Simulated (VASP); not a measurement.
# GaMo (Pm-3m) in VASP: a series of runs

Runs on GaMo. Level: PBE. Tasks: single point, relaxation of cell and atoms.

Everything below comes from runs of VASP 6.6.1. Logs are shortened: lines on timing, memory, paths and dates and some standing lists are left out, and cuts for length are marked.

## Step 1: The cell of the first run

Symmetry: Pm-3m, No. 221, cubic system. The conventional cell has a = 3.120 Å, b = 3.120 Å, c = 3.120 Å, α = 90.00°, β = 90.00°, γ = 90.00°. Within 3.6 Å of Ga (site symmetry m-3m) lie 8 Mo at 2.70 Å and 6 Ga at 3.12 Å. Mo (site symmetry m-3m) has 8 Ga at 2.70 Å and 6 Mo at 3.12 Å within 3.6 Å.

## Step 2: Single point, PBE

Contents of INCAR:

```
ALGO = Normal ; EDIFF = 1E-6
ENCUT = 520 ; GGA = PE
ISIF = 2 ; ISMEAR = 0
LASPH = True ; LCHARG = True
LELF = True ; LREAL = False
LVHAR = True ; LWAVE = False
NBANDS = 20 ; NELM = 60
PREC = Accurate ; SIGMA = 0.1
```

Contents of KPOINTS:

```
k-points
0
Gamma
  6 6 6
```

Contents of POSCAR:

```
GaMo
1.0
    3.1202009513      0.0000000000      0.0000000000
    0.0000000000      3.1202009513      0.0000000000
    0.0000000000      0.0000000000      3.1202009513
Ga Mo
1 1
Direct
    0.0000000000      0.0000000000      0.0000000000
    0.5000000000      0.5000000000      0.5000000000
```

Potentials or basis: VASP PAW PBE potentials, release 64 (Ga_d, Mo_sv).

Started as:

```
$ cat potpaw_PBE.64/Ga_d/POTCAR potpaw_PBE.64/Mo_sv/POTCAR > POTCAR
$ mpirun -np 1 vasp_std > vasp.out
```

OUTCAR:

```text
EDIFF = 1E-6
   ENCUT = 520
   GGA = PE
   ISIF = 2
   ISMEAR = 0
   LASPH = True
   LREAL = False
   NELM = 60
   PREC = Accurate

 ion  position               nearest neighbor table
   1  0.000  0.000  0.000-   2 2.70   2 2.70   2 2.70   2 2.70   2 2.70   2 2.70   2 2.70   2 2.70

   2  0.500  0.500  0.500-   1 2.70   1 2.70   1 2.70   1 2.70   1 2.70   1 2.70   1 2.70   1 2.70

  LATTYP: Found a simple cubic cell.
 ALAT       =     3.1202009513

  Lattice vectors:

 A1 = (   3.1202009513,   0.0000000000,   0.0000000000)
 A2 = (   0.0000000000,   3.1202009513,   0.0000000000)
 A3 = (   0.0000000000,   0.0000000000,   3.1202009513)

Analysis of symmetry for initial positions (statically):
=====================================================================
 Subroutine PRICEL returns:
 Original cell was already a primitive cell.

 Routine SETGRP: Setting up the symmetry group for a
 simple cubic supercell.

 Subroutine GETGRP returns: Found 48 space group operations
 (whereof 48 operations were pure point group operations)
 out of a pool of 48 trial point group operations.

The static configuration has the point symmetry O_h .

Analysis of symmetry for dynamics (positions and initial velocities):
=====================================================================
 Subroutine PRICEL returns:
 Original cell was already a primitive cell.

 Routine SETGRP: Setting up the symmetry group for a
 simple cubic supercell.

 Subroutine GETGRP returns: Found 48 space group operations
 (whereof 48 operations were pure point group operations)
 out of a pool of 48 trial point group operations.

The dynamic configuration has the point symmetry O_h .

 Subroutine INISYM returns: Found 48 space group operations
 (whereof 48 operations are pure point group operations),
 and found     1 'primitive' translations

----------------------------------------------------------------------------------------

                                     Primitive cell

  volume of cell :      30.3772

  direct lattice vectors                    reciprocal lattice vectors
     3.120200951  0.000000000  0.000000000     0.320492178  0.000000000  0.000000000
     0.000000000  3.120200951  0.000000000     0.000000000  0.320492178  0.000000000
     0.000000000  0.000000000  3.120200951     0.000000000  0.000000000  0.320492178

  length of vectors
     3.120200951  3.120200951  3.120200951     0.320492178  0.320492178  0.320492178

  position of ions in fractional coordinates (direct lattice)
     0.000000000  0.000000000  0.000000000
     0.500000000  0.500000000  0.500000000

  ion indices of the primitive-cell ions
   primitive index   ion index
                 1           1
                 2           2

----------------------------------------------------------------------------------------

 KPOINTS: k-points

Automatic generation of k-mesh.
 Grid dimensions read from file:
 generate k-points for:    6    6    6

 Generating k-lattice:

  Cartesian coordinates                     Fractional coordinates (reciprocal lattice)
     0.053415363  0.000000000  0.000000000     0.166666667  0.000000000  0.000000000
     0.000000000  0.053415363  0.000000000     0.000000000  0.166666667  0.000000000
     0.000000000  0.000000000  0.053415363     0.000000000  0.000000000  0.166666667

  Length of vectors
     0.053415363  0.053415363  0.053415363

  Shift w.r.t. Gamma in fractional coordinates (k-lattice)
     0.000000000  0.000000000  0.000000000

 Subroutine IBZKPT returns following result:
 ===========================================

 Found     20 irreducible k-points:

 Following reciprocal coordinates:
            Coordinates               Weight
  0.000000  0.000000  0.000000      1.000000
  0.166667  0.000000  0.000000      6.000000
  0.333333  0.000000  0.000000      6.000000
  0.500000  0.000000  0.000000      3.000000
  0.166667  0.166667  0.000000     12.000000
  0.333333  0.166667  0.000000     24.000000
[... 12 lines left out ...]
  0.500000  0.500000  0.333333      6.000000
  0.500000  0.500000  0.500000      1.000000
   k-points           NKPTS =     20   k-points in BZ     NKDIM =     20   number of bands    NBANDS=     20
   number of dos      NEDOS =    301   number of ions     NIONS =      2
   total plane-waves  NPLWV =  13824
   dimension x,y,z NGX =    24 NGY =   24 NGZ =   24
   dimension x,y,z NGXF=    48 NGYF=   48 NGZF=   48
   ions per type =               1   1
   NGX,Y,Z   is equivalent  to a cutoff of  12.79, 12.79, 12.79 a.u.
   NGXF,Y,Z  is equivalent  to a cutoff of  25.57, 25.57, 25.57 a.u.
 SYSTEM =  unknown system
   PREC   = accura    normal or accurate (medium, high low for compatibility)
   ISTART =      0    job   : 0-new  1-cont  2-samecut
   ICHARG =      2    charge: 1-file 2-atom 10-const
   ISPIN  =      1    spin polarized calculation?
   LNONCOLLINEAR =      F non collinear calculations
   LSORBIT =      F    spin-orbit coupling
   LASPH  =      T    aspherical Exc in radial PAW
   ENCUT  =  520.0 eV  38.22 Ry    6.18 a.u.   5.80  5.80  5.80*2*pi/ulx,y,z
   NELM   =     60;   NELMIN=  2; NELMDL= -5     # of ELM steps
   EDIFF  = 0.1E-05   stopping-criterion for ELM
   LREAL  =      F    real-space projection
   EDIFFG = 0.1E-04   stopping-criterion for IOM
   NSW    =      0    number of steps for IOM
   IBRION =     -1    ionic relax: 0-MD 1-quasi-New 2-CG
   NFREE  =      0    steps in history (QN), initial steepest desc. (CG)
   ISIF   =      2    stress and relaxation
   ISYM   =      2    0-nonsym 1-usesym 2-fastsym
   POTIM  = 0.5000    time-step for ionic-motion
   TEBEG  =    0.0;   TEEND  =   0.0 temperature during run
   PSTRESS=    0.0 pullay stress
   NELECT =      27.0000    total number of electrons
   NUPDOWN=      -1.0000    fix difference up-down
   EMIN   =  10.00;   EMAX   =-10.00  energy-range for DOS
   EFERMI =   0.00;   METHOD = LEGACY
   ISMEAR =     0;   SIGMA  =   0.10  broadening in eV -4-tet -1-fermi 0-gaus
   EFERMI_NEDOS =   21; number of points for ismear=-14 and -15
   IALGO  =     38    algorithm
   IMIX   =      4    mixing-type and parameters
     AMIX     =   0.40;   BMIX     =  1.00
     AMIX_MAG =   1.60;   BMIX_MAG =  1.00
  volume/ion in A,a.u.               =      15.19       102.50
  Fermi-wavevector in a.u.,A,eV,Ry     =   1.574032  2.974489 33.709472  2.477576
  Thomas-Fermi vector in A             =   2.675227
   LORBIT       =      0    0 simple, 1 ext, 2 COOP (PROOUT), +10 PAW based schemes
   GGA     = PE    functional components
   LHFCALC =     F    Hartree Fock is set to
   AEXX    =    0.0000 exact exchange contribution
   IVDW    =     0    specifies the selected vdW correction
   LEPSILON=     F    determine dielectric tensor
   LRPA    =     F    only Hartree local field effects (RPA)
 non-spin polarized calculation
 Gauss-broadening in eV      SIGMA  =   0.10
  energy-cutoff  :      520.00
  volume of cell :       30.38
 maximum number of plane-waves:       840
 NGX is ok and might be reduce to    24
   NGX = 11   NGY = 11   NGZ = 11

 number of electron      26.9999983 magnetization

 Free energy of the ion-electron system (eV)
  ---------------------------------------------------
  ext. energy  EPLUGINS =         0.00000000
  ---------------------------------------------------
  free energy    TOTEN  =       -13.45968534 eV

  energy without entropy =      -13.45035744  energy(sigma->0) =      -13.45502139

 E-fermi :  10.1049     XC(G=0): -12.8729

 val. band max:       10.1039047006   @ k =   0.5000   0.1667   0.1667
 cond. band min:      10.1754598174   @ k =   0.5000   0.5000   0.3333
 fundamental gap:      0.0715551168
 Fermi energy:        10.1049176545

 k-point     1 :       0.0000    0.0000    0.0000
  band No.  band energies     occupation
      1     -50.7018      2.00000
      2     -24.6784      2.00000
      3     -24.6784      2.00000
      4     -24.6784      2.00000
      5      -4.6927      2.00000
      6      -4.6927      2.00000
[... 12 lines left out ...]
     19      21.2774      0.00000
     20      22.8925      0.00000

 k-point     2 :       0.1667    0.0000    0.0000
  band No.  band energies     occupation
      1     -50.6958      2.00000
      2     -24.7560      2.00000
      3     -24.6719      2.00000
      4     -24.6719      2.00000
      5      -4.6827      2.00000
      6      -4.6449      2.00000
[... 12 lines left out ...]
     19      21.3497      0.00000
     20      21.9408      0.00000

 k-point     3 :       0.3333    0.0000    0.0000
  band No.  band energies     occupation
      1     -50.6838      2.00000
      2     -24.9085      2.00000
      3     -24.6588      2.00000
      4     -24.6588      2.00000
      5      -4.6627      2.00000
      6      -4.5504      2.00000
[... 12 lines left out ...]
     19      19.4158      0.00000
     20      21.7612      0.00000

 k-point     4 :       0.5000    0.0000    0.0000
  band No.  band energies     occupation
      1     -50.6778      2.00000
      2     -24.9834      2.00000
      3     -24.6523      2.00000
      4     -24.6523      2.00000
      5      -4.6527      2.00000
      6      -4.5495      2.00000
[... 12 lines left out ...]
     19      21.1343      0.00000
     20      21.1957      0.00000

 k-point     5 :       0.1667    0.1667    0.0000
  band No.  band energies     occupation
      1     -50.6899      2.00000
      2     -24.7521      2.00000
      3     -24.7444      2.00000
      4     -24.6652      2.00000
      5      -4.6573      2.00000
      6      -4.6158      2.00000
[... 12 lines left out ...]
     19      21.1336      0.00000
     20      24.1264      0.00000
[... 261 lines left out ...]
      6      -4.5915      2.00000
[... 12 lines left out ...]
     19      19.5521      0.00000
     20      20.8107      0.00000

 k-point    18 :       0.5000    0.3333    0.3333
  band No.  band energies     occupation
      1     -50.6431      2.00000
      2     -24.9220      2.00000
      3     -24.8451      2.00000
      4     -24.8418      2.00000
      5      -4.6333      2.00000
      6      -4.5972      2.00000
[... 12 lines left out ...]
     19      18.4078      0.00000
     20      19.2419      0.00000

 k-point    19 :       0.5000    0.5000    0.3333
  band No.  band energies     occupation
      1     -50.6374      2.00000
      2     -24.9127      2.00000
      3     -24.9127      2.00000
      4     -24.8351      2.00000
      5      -4.6260      2.00000
      6      -4.6049      2.00000
[... 12 lines left out ...]
     19      18.5106      0.00000
     20      19.9739      0.00000

 k-point    20 :       0.5000    0.5000    0.5000
  band No.  band energies     occupation
      1     -50.6317      2.00000
      2     -24.9039      2.00000
      3     -24.9039      2.00000
      4     -24.9039      2.00000
      5      -4.6085      2.00000
      6      -4.6085      2.00000
[... 12 lines left out ...]
     19      18.5285      0.00000
     20      18.5285      0.00000

------------------------ aborting loop because EDIFF is reached ----------------------------------------

  FORCE on cell =-STRESS in cart. coord.  units (eV):
  Direction    XX          YY          ZZ          XY          YZ          ZX
  --------------------------------------------------------------------------------------
  -------------------------------------------------------------------------------------
  Total        0.0855099      0.0855099      0.0855099      0.0000000      0.0000000     -0.0000000
  in kB        4.5100307      4.5100307      4.5100307      0.0000000      0.0000000     -0.0000000
  external PRESSURE =       4.5100307 kB  Pullay stress =       0.0000000 kB

 VOLUME and BASIS-vectors are now :
 -----------------------------------------------------------------------------
  energy-cutoff  :      520.00
  volume of cell :       30.38
      direct lattice vectors                 reciprocal lattice vectors
     3.120200951  0.000000000  0.000000000     0.320492178  0.000000000  0.000000000
     0.000000000  3.120200951  0.000000000     0.000000000  0.320492178  0.000000000
     0.000000000  0.000000000  3.120200951     0.000000000  0.000000000  0.320492178

 POSITION                                       TOTAL-FORCE (eV/Angst)
 -----------------------------------------------------------------------------------
      0.00000      0.00000      0.00000         0.000000      0.000000      0.000000
      1.56010      1.56010      1.56010         0.000000      0.000000      0.000000
 -----------------------------------------------------------------------------------
    total drift:                                0.000000      0.000000     -0.000000

  FREE ENERGIE OF THE ION-ELECTRON SYSTEM (eV)
  ---------------------------------------------------
  free  energy   TOTEN  =       -13.4596853364 eV

  energy  without entropy=      -13.4503574391  energy(sigma->0) =      -13.45502139
```

Run time: 4.6 s. Hardware: 1 thread of Intel Xeon 6975P-C (Granite Rapids), shared host; peak memory 0.14 GiB.

Results:

```yaml
Free_energy: -13.4597 eV
Pressure: 0.5 GPa
```

## Step 3: Single point, PBE

This run uses another cell than the first one, of 16.58 Å³/atom, 1.092 times its volume.

Contents of INCAR:

```
ALGO = Fast
EDIFF = 1E-6
ENCUT = 520
GGA = PE
ISIF = 2
ISMEAR = 0
LASPH = T
LCHARG = F
LREAL = F
LWAVE = F
NBANDS = 20
NELM = 80
PREC = Accurate
SIGMA = 0.1
```

KPOINTS is that of step 2.

Contents of POSCAR:

```
GaMo
1.0
    3.2129698922      0.0000000000      0.0000000000
    0.0000000000      3.2129698922      0.0000000000
    0.0000000000      0.0000000000      3.2129698922
Ga Mo
1 1
Direct
    0.0000000000      0.0000000000      0.0000000000
    0.5000000000      0.5000000000      0.5000000000
```

Potentials or basis: VASP PAW PBE potentials, release 64 (Ga_d, Mo_sv).

Started as:

```
$ cat potpaw_PBE.64/Ga_d/POTCAR potpaw_PBE.64/Mo_sv/POTCAR > POTCAR
$ mpirun -np 1 vasp_std > vasp.out
```

Run time: 4.8 s. Hardware: 1 thread of Intel Xeon 6975P-C (Granite Rapids), shared host; peak memory 0.14 GiB.

Results (log left out):

- Free energy: -13.3509 eV
- Pressure: -12.0 GPa

Levels at points of the mesh, in eV from the Fermi level:
```csv
k point,band 11,band 12,band 13,band 14,band 15,band 16
"(0.00, 0.00, 0.00)",-2.42,-2.42,1.15,1.15,1.15,4.28
"(0.50, 0.00, 0.00)",-5.46,-1.96,-1.04,-1.04,1.25,2.76
"(0.50, 0.50, 0.00)",-2.00,-1.77,-1.77,-0.02,-0.02,2.35
"(0.50, 0.50, 0.50)",-4.14,-4.14,-1.77,2.45,2.45,4.66
```

## Step 4: Relaxation of cell and atoms, PBE

This run uses another cell than the first one, of 16.58 Å³/atom, 1.092 times its volume.

Contents of INCAR:

```
SYSTEM = GaMo
PREC     = Accurate       ! precision mode
ENCUT    = 600            ! plane-wave cutoff, eV
EDIFF    = 1E-6           ! SCF threshold, eV
ISMEAR   = 0              ! smearing method
SIGMA    = 0.1            ! smearing width, eV
LREAL    = .FALSE.        ! projectors in reciprocal space
LASPH    = .TRUE.         ! aspherical terms in the spheres
NELM     = 60             ! most SCF steps
ALGO     = Normal         ! electronic algorithm
ISIF     = 3              ! what is computed and relaxed
LWAVE    = .FALSE.        ! write WAVECAR
LCHARG   = .FALSE.        ! write CHGCAR
GGA      = PE             ! functional
IBRION   = 2              ! ionic algorithm
NSW      = 90             ! ionic steps
EDIFFG   = -0.04          ! ionic threshold
```

Contents of KPOINTS:

```
Automatic mesh
0
G
  6 6 6
  0 0 0
```

POSCAR is that of step 3.

Started as:

```
$ cat potpaw_PBE.64/Ga_d/POTCAR potpaw_PBE.64/Mo_sv/POTCAR > POTCAR
$ mpirun -np 1 vasp_std > vasp.out
```

It took 15 s on 1 thread of Intel Xeon 6975P-C (Granite Rapids), shared host; peak memory 0.17 GiB.

Results (log left out):

* Free energy: -13.4613 eV
* Relaxed volume: 15.26 Å³/atom
* Relaxed cell: a = 3.125 Å, b = 3.125 Å, c = 3.125 Å, α = 90.00°, β = 90.00°, γ = 90.00°
* Space group after relaxing (to 0.05 Å): Pm-3m (No. 221)
* Energy gained by relaxing: 55.4 meV/atom
* Ionic steps: 3
* Pressure after relaxing: -0.4 GPa

Step by step:
```tsv
step	energy change (eV)	largest force (eV/Å)	pressure (GPa)	volume (Å³)
1	0.0000	0.0000	-12.08	33.17
2	0.0761	0.0000	22.60	27.52
3	-0.1107	0.0000	-0.35	30.51
```

Final structure:
```
Ga Mo
1.0
     3.12484    0.00000    0.00000
     0.00000    3.12484    0.00000
     0.00000    0.00000    3.12484
Ga Mo
1 1
Direct
  0.00000 0.00000 0.00000
  0.50000 0.50000 0.50000
```

Levels at points of the mesh, in eV from the Fermi level:
```csv
k point,band 10,band 11,band 12,band 13,band 14,band 15,band 16,band 17
"(0.00, 0.00, 0.00)",-10.47,-2.74,-2.74,1.30,1.30,1.30,4.49,4.49
"(0.50, 0.00, 0.00)",-6.89,-5.91,-2.25,-1.20,-1.20,1.40,3.11,8.55
"(0.50, 0.50, 0.00)",-6.91,-2.20,-1.94,-1.94,-0.03,-0.03,2.66,4.86
"(0.50, 0.50, 0.50)",-4.64,-4.64,-4.64,-1.61,2.78,2.78,5.00,5.00
```

## Step 5: Single point, PBE

Contents of INCAR:

```
PREC = Accurate
ENCUT = 520
EDIFF = 1E-7
ISMEAR = 0
SIGMA = 0.1
LREAL = False
LASPH = True
NELM = 80
ALGO = Fast
ISIF = 2
LWAVE = False
LCHARG = True
GGA = PE
LELF = True
LVHAR = True
NBANDS = 20
```

Contents of KPOINTS:

```
regular mesh
0
Gamma
  18 18 18
```

Contents of POSCAR:

```
GaMo
1.0
    3.1206412628      0.0000000000      0.0000000000
    0.0000000000      3.1206412628      0.0000000000
    0.0000000000      0.0000000000      3.1206412628
Ga Mo
1 1
Direct
    0.0000000000      0.0000000000      0.0000000000
    0.5000000000      0.5000000000      0.5000000000
```

Started as:

```
$ cat potpaw_PBE.64/Ga_d/POTCAR potpaw_PBE.64/Mo_sv/POTCAR > POTCAR
$ mpirun -np 1 vasp_std > vasp.out
```

It took 37 s on 1 thread of Intel Xeon 6975P-C (Granite Rapids), shared host; peak memory 0.25 GiB.

The run converged. Its results:

```yaml
Free_energy: -13.4692 eV
Pressure: 0.5 GPa
```

Levels at points of the mesh, in eV from the Fermi level:
| k point | band 12 | band 13 | band 14 | band 15 | band 16 | band 17 |
| --- | --- | --- | --- | --- | --- | --- |
| (0.00, 0.00, 0.00) | -2.66 | 1.40 | 1.40 | 1.40 | 4.59 | 4.59 |
| (0.50, 0.00, 0.00) | -2.17 | -1.11 | -1.11 | 1.50 | 3.22 | 8.64 |
| (0.50, 0.50, 0.00) | -1.86 | -1.86 | 0.06 | 0.06 | 2.77 | 4.98 |
| (0.50, 0.50, 0.50) | -4.57 | -1.52 | 2.89 | 2.89 | 5.11 | 5.11 |

## Step 6: The runs side by side

| task | cell | k mesh | cutoff (eV) | gap on the mesh (eV) | pressure (GPa) |
| --- | --- | --- | --- | --- | --- |
| single point | a = 3.120 Å, 2 atoms | 6 × 6 × 6 | 520 | none | 0.5 |
| single point | a = 3.213 Å, 2 atoms | 6 × 6 × 6 | 520 | none | -12.0 |
| relaxation of cell and atoms | relaxed from a = 3.213 Å, 2 atoms | 6 × 6 × 6 | 600 | none | -0.4 |
| single point | a = 3.121 Å, 2 atoms | 18 × 18 × 18 | 520 | none | 0.5 |

Alike in all rows: level PBE; potentials or basis VASP PAW PBE potentials, release 64 (Ga_d, Mo_sv); no spin polarisation; smearing gaussian 0.1 eV.

Absolute energies hang on the potentials; compare differences alone.
